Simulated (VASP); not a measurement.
A run of VASP 6.6.1 is set up as follows.

The input INCAR:

```
SYSTEM = HfSbAu3
ALGO     = Normal         ! electronic algorithm
EDIFF    = 1E-6           ! SCF threshold, eV
ENCUT    = 520            ! plane-wave cutoff, eV
GGA      = PE             ! functional
ISIF     = 2              ! what is computed and relaxed
ISMEAR   = 0              ! smearing method
LASPH    = .True.         ! aspherical terms in the spheres
LCHARG   = .False.        ! write CHGCAR
LREAL    = .False.        ! projectors in reciprocal space
LWAVE    = .False.        ! write WAVECAR
NBANDS   = 32             ! bands
NELM     = 100            ! most SCF steps
PREC     = Accurate       ! precision mode
SIGMA    = 0.1            ! smearing width, eV
```

KPOINTS

```
k-points
0
Gamma
  4 4 4
  0 0 0
```

File POSCAR:

```
HfSbAu3
1.0
    4.5998977705      0.0000000000      0.0000000000
    0.0000000000      4.5998977705      0.0000000000
    0.0000000000      0.0000000000      4.5998977705
Hf Sb Au
1 1 3
Direct
    0.5000000000      0.5000000000      0.5000000000
    0.0000000000      0.0000000000      0.0000000000
    0.0000000000      0.5000000000      0.5000000000
    0.5000000000      0.0000000000      0.5000000000
    0.5000000000      0.5000000000      0.0000000000
```

Potentials or basis: VASP PAW PBE potentials, release 64 (Hf_pv, Sb, Au).

Run with:

```console
$ cat potpaw_PBE.64/Hf_pv/POTCAR potpaw_PBE.64/Sb/POTCAR potpaw_PBE.64/Au/POTCAR > POTCAR
$ mpirun -np 1 vasp_std > vasp.out
```

(1) What does it give for the band gap on the k mesh?

(2) What does it give for the pressure?

Answers

(1) zero (band 24 reaches 9.20 eV, above the bottom of band 25 at 7.29 eV).

(2) 49.8 GPa.

Caveat: spin-orbit coupling is left out, which moves the levels of the heavy elements.
